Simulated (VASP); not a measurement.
## Tl: single point with PBE

Tl:

```
Tl
1.0
    -2.76755    2.76755    1.47977
     2.76755   -2.76755    1.47977
     2.76755    2.76755   -1.47977
Tl
2
Direct
  0.62500 0.87500 0.75000
  0.37500 0.12500 0.25000
```

| Property | Result |
| --- | --- |
| Program | VASP 6.6.1 |
| Task | single point |
| Functional | PBE |
| Potentials or basis | VASP PAW PBE potentials, release 64 (Tl_d) |
| Cutoff | 520 eV |
| k mesh | 13 × 13 × 13 |
| Occupations | fermi-dirac, width 0.08 eV |
| Spin | no spin polarisation |
| Dipole correction | no |
| Further INCAR settings | ALGO = Normal; EDIFF = 1e-07; NBANDS = 20 |

```
Pressure               : 25.2 GPa
Band gap on the k mesh : zero (bands 13 and 14 overlap by 7.47 eV)
```

Stress tensor (GPa, compression positive):
```
25.28  0.00  0.00
 0.00 25.28  0.00
 0.00  0.00 25.01
```

Levels at points of the mesh, in eV from the Fermi level:
```
           k point  band 11  band 12  band 13  band 14  band 15  band 16
(0.00, 0.00, 0.00)   -10.82    -1.51    -0.70    -0.70     5.63     9.17
```

It took 3.7 min on 1 thread of Oxide Virtual Turin-like Processor (shared host), peak memory 0.25 GiB.

Caveat: the cell stands under pressure; spin-orbit coupling is left out, which moves the levels of the heavy elements.
